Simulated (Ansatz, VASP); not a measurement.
# One calculation of Mo3H, two programs

INCAR

```
SYSTEM = Mo3H
PREC     = Accurate       ! precision mode
ENCUT    = 520            ! plane-wave cutoff, eV
EDIFF    = 1E-6           ! SCF threshold, eV
ISMEAR   = 0              ! smearing method
SIGMA    = 0.1            ! smearing width, eV
LREAL    = .False.        ! projectors in reciprocal space
LASPH    = .True.         ! aspherical terms in the spheres
NELM     = 150            ! most SCF steps
ALGO     = Normal         ! electronic algorithm
ISIF     = 2              ! what is computed and relaxed
LWAVE    = .False.        ! write WAVECAR
LCHARG   = .True.         ! write CHGCAR
ISPIN    = 2              ! spin polarisation
MAGMOM   = 0 0 0 1        ! initial moments
LORBIT   = 11             ! projections on sites
LMAXMIX  = 4              ! l up to which the mixer works
LDIPOL   = .True.       
IDIPOL   = 3            
DIPOL    = 0.5 0.5 0.320
GGA      = PE             ! functional
LELF     = .True.         ! ELF
LVHAR    = .True.       
LVACPOTAV= .True.       
NBANDS   = 34             ! bands
```

Contents of KPOINTS:

```
Automatic mesh
0
Gamma
  10 10 1
  0 0 0
```

Contents of POSCAR:

```
Mo3H
1.0
    2.7370454666      0.0000000000      0.0000000000
   -0.9123484889      2.5805112132      0.0000000000
    0.0000000000      0.0000000000     21.3082440588
Mo H
3 1
Direct
    0.5000000000      0.5000000000      0.1877207708
    0.0000000000      0.0000000000      0.2888166433
    0.5000000000      0.5000000000      0.3899074948
    1.0000000000      1.0000000000      0.4147804969
```

Input for Ansatz:

```yaml
crystal:
  lattice:
    - [2.7370454666, 0.0, 0.0]
    - [-0.9123484889, 2.5805112132, 0.0]
    - [0.0, 0.0, 21.3082440588]
  atoms:
    - { symbol: Mo, position: [0.5, 0.5, 0.1877207708] }
    - { symbol: Mo, position: [0.0, 0.0, 0.2888166433] }
    - { symbol: Mo, position: [0.5, 0.5, 0.3899074948] }
    - { symbol: H, position: [1.0, 1.0, 0.4147804969], spin: 1.0 }
basis:
  ecutwfc: 420
kpoints:
  mp_grid: { grid: [10, 10, 1] }
hamiltonian:
  xc: pbe
  pseudopotentials: { kind: paw, azcp: { folder: soft_1 } }
scf:
  occupations: { method: gaussian, width: 0.1 }
output:
  forces: true
  eigenvalues: true
  populations: true
magnetization:
  spin_polarized: true
efield:
  axis: 3
  dipole_correction: true
  ramp_width: 0.04
```

Alike in both runs: task single point; functional PBE; k mesh 10 × 10 × 1; occupations gaussian, width 0.1 eV; collinear spin.

```csv
,VASP,Ansatz
version,VASP 6.6.1,Ansatz 0.2.0
potentials or method,"VASP PAW PBE potentials, release 64 (Mo_sv, H), cutoff 520 eV","scalar-relativistic, plane waves, PAW"
valence electrons in the cell,43,43
```

```tsv
	VASP	Ansatz	Ansatz less VASP
gap on the k mesh at the Fermi level (eV)	none	none	-
rms of the force components (eV/Å)	0.671	0.671	+0.0002
net moment per atom (μB)	0.00	0.00	0.000
work function, face that differs most (eV)	4.60	4.61	+0.004
```

Atom by atom the forces differ by 0.009 eV/Å (rms over components). A gap of «none» marks a metal or a gap that the smearing closes. The functional is the same, so the differences come from potentials, cutoffs and numerics. Ansatz's warnings: seeded moment not kept.
